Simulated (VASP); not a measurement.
# MgS (Niningerite) (Fm-3m) in VASP: notebook

MgS (Niningerite) is run at these levels: r2SCAN; tasks: single point.

Program: VASP 6.6.1. These are calculated values, not measurements. Logs are shortened: lines on timing, memory, paths and dates and some standing lists are left out, and cuts for length are marked.

### 1 The cell of the first run

It takes space group Fm-3m (No. 225, cubic). The conventional cell has a = 5.135 Å, b = 5.135 Å, c = 5.135 Å, α = 90.00°, β = 90.00°, γ = 90.00°. Within 3.4 Å of Mg (site symmetry m-3m) lie 6 S at 2.57 Å. Within 3.4 Å of S (site symmetry m-3m) lie 6 Mg at 2.57 Å.

### 2 Single point, r2SCAN

POSCAR reads:

```
MgS
1.0
    0.0000000000      2.5672891600      2.5672891600
    2.5672891600      0.0000000000      2.5672891600
    2.5672891600      2.5672891600      0.0000000000
Mg S
1 1
Direct
    0.0000000000      0.0000000000      0.0000000000
    0.5000000000      0.5000000000      0.5000000000
```

INCAR.step1 reads:

```
PREC = Accurate ; ENCUT = 520
ISMEAR = -1 ; SIGMA = 0.02
LREAL = F ; LASPH = T
NELM = 60 ; NBANDS = 11
GGA = PE ; ALGO = Normal
EDIFF = 1E-4 ; LWAVE = T
LCHARG = F
```

INCAR.step2 reads:

```
PREC = Accurate ; ENCUT = 520
EDIFF = 1E-6 ; ISMEAR = -1
SIGMA = 0.02 ; LREAL = F
LASPH = T ; NELM = 60
ALGO = Normal ; ISIF = 2
LWAVE = F ; LCHARG = T
METAGGA = R2SCAN ; LMIXTAU = T
LELF = T ; LVHAR = T
NBANDS = 11 ; ISTART = 1
```

KPOINTS reads:

```
regular mesh
0
Gamma
  10 10 10
```

Potentials or basis: VASP PAW PBE potentials, release 64 (Mg, S).

The run is started by

```sh
cat potpaw_PBE.64/Mg/POTCAR potpaw_PBE.64/S/POTCAR > POTCAR
cp INCAR.step1 INCAR
mpirun -np 1 vasp_std > vasp.out
cp INCAR.step2 INCAR
mpirun -np 1 vasp_std > vasp.out
```

OUTCAR:

```text
PREC = Accurate
   ENCUT = 520
   EDIFF = 1E-6
   ISMEAR = -1
   LREAL = F
   LASPH = T
   NELM = 60
   ISIF = 2
   METAGGA = R2SCAN
   ISTART = 1

 ion  position               nearest neighbor table
   1  0.000  0.000  0.000-   2 2.57   2 2.57   2 2.57   2 2.57   2 2.57   2 2.57
   2  0.500  0.500  0.500-   1 2.57   1 2.57   1 2.57   1 2.57   1 2.57   1 2.57

  LATTYP: Found a face centered cubic cell.
 ALAT       =     5.1345783200

  Lattice vectors:

 A1 = (   0.0000000000,   2.5672891600,   2.5672891600)
 A2 = (   2.5672891600,   0.0000000000,   2.5672891600)
 A3 = (   2.5672891600,   2.5672891600,   0.0000000000)

Analysis of symmetry for initial positions (statically):
=====================================================================
 Subroutine PRICEL returns:
 Original cell was already a primitive cell.

 Routine SETGRP: Setting up the symmetry group for a
 face centered cubic supercell.

 Subroutine GETGRP returns: Found 48 space group operations
 (whereof 48 operations were pure point group operations)
 out of a pool of 48 trial point group operations.

The static configuration has the point symmetry O_h .

Analysis of symmetry for dynamics (positions and initial velocities):
=====================================================================
 Subroutine PRICEL returns:
 Original cell was already a primitive cell.

 Routine SETGRP: Setting up the symmetry group for a
 face centered cubic supercell.

 Subroutine GETGRP returns: Found 48 space group operations
 (whereof 48 operations were pure point group operations)
 out of a pool of 48 trial point group operations.

The dynamic configuration has the point symmetry O_h .

 Subroutine INISYM returns: Found 48 space group operations
 (whereof 48 operations are pure point group operations),
 and found     1 'primitive' translations

----------------------------------------------------------------------------------------

                                     Primitive cell

  volume of cell :      33.8419

  direct lattice vectors                    reciprocal lattice vectors
     0.000000000  2.567289160  2.567289160    -0.194757960  0.194757960  0.194757960
     2.567289160  0.000000000  2.567289160     0.194757960 -0.194757960  0.194757960
     2.567289160  2.567289160  0.000000000     0.194757960  0.194757960 -0.194757960

  length of vectors
     3.630695149  3.630695149  3.630695149     0.337330682  0.337330682  0.337330682

  position of ions in fractional coordinates (direct lattice)
     0.000000000  0.000000000  0.000000000
[... 81 lines left out ...]
   NSW    =      0    number of steps for IOM
   IBRION =     -1    ionic relax: 0-MD 1-quasi-New 2-CG
   NFREE  =      0    steps in history (QN), initial steepest desc. (CG)
   ISIF   =      2    stress and relaxation
   ISYM   =      2    0-nonsym 1-usesym 2-fastsym
   POTIM  = 0.5000    time-step for ionic-motion
   TEBEG  =    0.0;   TEEND  =   0.0 temperature during run
   PSTRESS=    0.0 pullay stress
   NELECT =       8.0000    total number of electrons
   NUPDOWN=      -1.0000    fix difference up-down
   EMIN   =  10.00;   EMAX   =-10.00  energy-range for DOS
   EFERMI =   0.00;   METHOD = LEGACY
   ISMEAR =    -1;   SIGMA  =   0.02  broadening in eV -4-tet -1-fermi 0-gaus
   EFERMI_NEDOS =   21; number of points for ismear=-14 and -15
   IALGO  =     38    algorithm
   IMIX   =      4    mixing-type and parameters
     AMIX     =   0.40;   BMIX     =  1.00
     AMIX_MAG =   1.60;   BMIX_MAG =  1.00
  volume/ion in A,a.u.               =      16.92       114.19
  Fermi-wavevector in a.u.,A,eV,Ry     =   1.012247  1.912870 13.941141  1.024645
  Thomas-Fermi vector in A             =   2.145346
   LORBIT       =      0    0 simple, 1 ext, 2 COOP (PROOUT), +10 PAW based schemes
   METAGGA = R2SCAN    functional components
   LHFCALC =     F    Hartree Fock is set to
   AEXX    =    0.0000 exact exchange contribution
   IVDW    =     0    specifies the selected vdW correction
   LEPSILON=     F    determine dielectric tensor
   LRPA    =     F    only Hartree local field effects (RPA)
 non-spin polarized calculation
  energy-cutoff  :      520.00
  volume of cell :       33.84
 maximum number of plane-waves:       941
   NGX = 13   NGY = 13   NGZ = 13

 number of electron       7.9999998 magnetization

 Free energy of the ion-electron system (eV)
  ---------------------------------------------------
  ext. energy  EPLUGINS =         0.00000000
  ---------------------------------------------------
  free energy    TOTEN  =       -15.50026574 eV

  energy without entropy =      -15.50026574  energy(sigma->0) =      -15.50026574

 E-fermi :   4.2764     XC(G=0): -10.2679

 val. band max:        3.8555900218   @ k =   0.0000   0.0000   0.0000
 cond. band min:       7.3750005263   @ k =   0.5000   0.5000   0.0000
 fundamental gap:      3.5194105045
 Fermi energy:         4.2764404648

 k-point     1 :       0.0000    0.0000    0.0000
  band No.  band energies     occupation
      1      -9.5671      2.00000
      2       3.8556      2.00000
      3       3.8556      2.00000
      4       3.8556      2.00000
      5       8.8154      0.00000
      6      12.3556      0.00000
      7      12.3556      0.00000
      8      12.3556      0.00000
      9      14.8416      0.00000
     10      14.8416      0.00000
     11      17.5091      0.00000
[... 309 lines left out ...]
 k-point    24 :       0.4000    0.3000    0.0000
  band No.  band energies     occupation
      1      -8.1540      2.00000
      2       0.0611      2.00000
      3       2.0941      2.00000
      4       2.3766      2.00000
      5       8.5544      0.00000
      6       9.5648      0.00000
      7      14.5519      0.00000
      8      15.2579      0.00000
      9      17.2590      0.00000
     10      18.0701      0.00000
     11      21.9162      0.00000

 [... further k-points ...]
[... 5 lines left out ...]
  --------------------------------------------------------------------------------------
  -------------------------------------------------------------------------------------
  Total        0.6212826      0.6212826      0.6212826      0.0000000     -0.0000000     -0.0000000
  in kB       29.4134117     29.4134117     29.4134117      0.0000000     -0.0000000     -0.0000000
  external PRESSURE =      29.4134117 kB  Pullay stress =       0.0000000 kB

 VOLUME and BASIS-vectors are now :
 -----------------------------------------------------------------------------
  energy-cutoff  :      520.00
  volume of cell :       33.84
      direct lattice vectors                 reciprocal lattice vectors
     0.000000000  2.567289160  2.567289160    -0.194757960  0.194757960  0.194757960
     2.567289160  0.000000000  2.567289160     0.194757960 -0.194757960  0.194757960
     2.567289160  2.567289160  0.000000000     0.194757960  0.194757960 -0.194757960

 POSITION                                       TOTAL-FORCE (eV/Angst)
 -----------------------------------------------------------------------------------
      0.00000      0.00000      0.00000        -0.000000     -0.000000      0.000000
      2.56729      2.56729      2.56729         0.000000      0.000000     -0.000000
 -----------------------------------------------------------------------------------
    total drift:                                0.000000      0.000000      0.000000

  FREE ENERGIE OF THE ION-ELECTRON SYSTEM (eV)
  ---------------------------------------------------
  free  energy   TOTEN  =       -15.5002657399 eV

  energy  without entropy=      -15.5002657399  energy(sigma->0) =      -15.50026574
```

OUTCAR.step1:

```text
PREC = Accurate
   ENCUT = 520
   ISMEAR = -1
   LREAL = F
   LASPH = T
   NELM = 60
[... 554 lines left out ...]
 -----------------------------------------------------------------------------------
      0.00000      0.00000      0.00000        -0.000000      0.000000     -0.000000
      2.56729      2.56729      2.56729         0.000000     -0.000000      0.000000
 -----------------------------------------------------------------------------------
    total drift:                                0.000000      0.000000      0.000000

  FREE ENERGIE OF THE ION-ELECTRON SYSTEM (eV)
  ---------------------------------------------------
  free  energy   TOTEN  =        -8.4803120398 eV

  energy  without entropy=       -8.4803120398  energy(sigma->0) =       -8.48031204
```

Run time: 47 s. Hardware: 1 thread of Intel Xeon Platinum 8559C (Emerald Rapids), shared host; peak memory 0.17 GiB.

What came out:

```
Free energy            : -15.5003 eV
Pressure               : 2.9 GPa
Band gap on the k mesh : 3.52 eV, indirect (least direct gap 4.96 eV)
```

Caveat: the PAW data sets were made with another functional, which shifts forces and pressure a little.

(Part 1 of 2 ends here.)
